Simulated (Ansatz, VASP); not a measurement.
**HgTe: VASP beside Ansatz**

The input POSCAR:

```
HgTe
1.0
    3.1749984038     -3.1377316163      0.0000000000
    3.1749984038      3.1377316163      0.0000000000
    0.0000000000      0.0000000000      5.8546929393
Hg Te
2 2
Direct
    0.3235324480      0.6764675520      0.7500000000
    0.6764675520      0.3235324480      0.2500000000
    0.7700436172      0.2299563828      0.7500000000
    0.2299563828      0.7700436172      0.2500000000
```

INCAR.step1

```
  ALGO = Normal
  EDIFF = 1E-4
  ENCUT = 520
  GGA = PE
  ISMEAR = 0
  LASPH = T
  LCHARG = F
  LREAL = F
  LWAVE = T
  NBANDS = 26
  NELM = 80
  PREC = Accurate
  SIGMA = 0.15
```

The input INCAR.step2:

```
  ALGO = Normal
  EDIFF = 1E-7
  ENCUT = 520
  ISIF = 2
  ISMEAR = 0
  ISTART = 1
  LASPH = T
  LCHARG = F
  LMIXTAU = T
  LREAL = F
  LWAVE = F
  METAGGA = R2SCAN
  NBANDS = 26
  NELM = 80
  PREC = Accurate
  SIGMA = 0.15
```

File KPOINTS:

```
k-points
0
Gamma
  12 12 8
```

Input for Ansatz:

```yaml
crystal:
  lattice:
    - [3.1749984038, -3.1377316163, 0.0]
    - [3.1749984038, 3.1377316163, 0.0]
    - [0.0, 0.0, 5.8546929393]
  atoms:
    - { symbol: Hg, position: [0.323532448, 0.676467552, 0.75] }
    - { symbol: Hg, position: [0.676467552, 0.323532448, 0.25] }
    - { symbol: Te, position: [0.7700436172, 0.2299563828, 0.75] }
    - { symbol: Te, position: [0.2299563828, 0.7700436172, 0.25] }
basis:
  ecutwfc: 500
kpoints:
  mp_grid: { grid: [12, 12, 8] }
hamiltonian:
  xc: r2scan
scf:
  occupations: { method: gaussian, width: 0.15 }
output:
  forces: true
  stress: true
  eigenvalues: true
```

Change from the starting cell: strain +0.0750 x Voigt [1, -1, 0, 0, 0, 0], atoms carried along.

Alike in both runs: task single point; functional r2SCAN; k mesh 12 × 12 × 8; occupations gaussian, width 0.15 eV; no spin polarisation.

|  | VASP | Ansatz |
| --- | --- | --- |
| version | VASP 6.6.1 | Ansatz 0.2.0 |
| potentials or method | VASP PAW PBE potentials, release 64 (Hg, Te), cutoff 520 eV | scalar-relativistic, plane waves, PAW |
| valence electrons in the cell | 36 | 72 |

```csv
,VASP,Ansatz,Ansatz less VASP
gap on the k mesh at the Fermi level (eV),none,none,-
pressure (GPa),0.6,0.5,-0.16
"traceless stress, the component that is largest in VASP (GPa)",-2.86,-2.77,+0.084
rms of the force components (eV/Å),0.312,0.302,-0.0095
```

VASP's potentials were made for PBE, not for r2SCAN. Atom by atom the forces differ by 0.010 eV/Å (rms over components). A gap of «none» marks a metal or a gap that the smearing closes. The functional is the same, so the differences come from potentials, cutoffs and numerics. VASP's potentials hold 36 valence electrons a cell and Ansatz's 72, so a difference there can come from the potentials and not from the codes.

Spin-orbit coupling is off throughout.
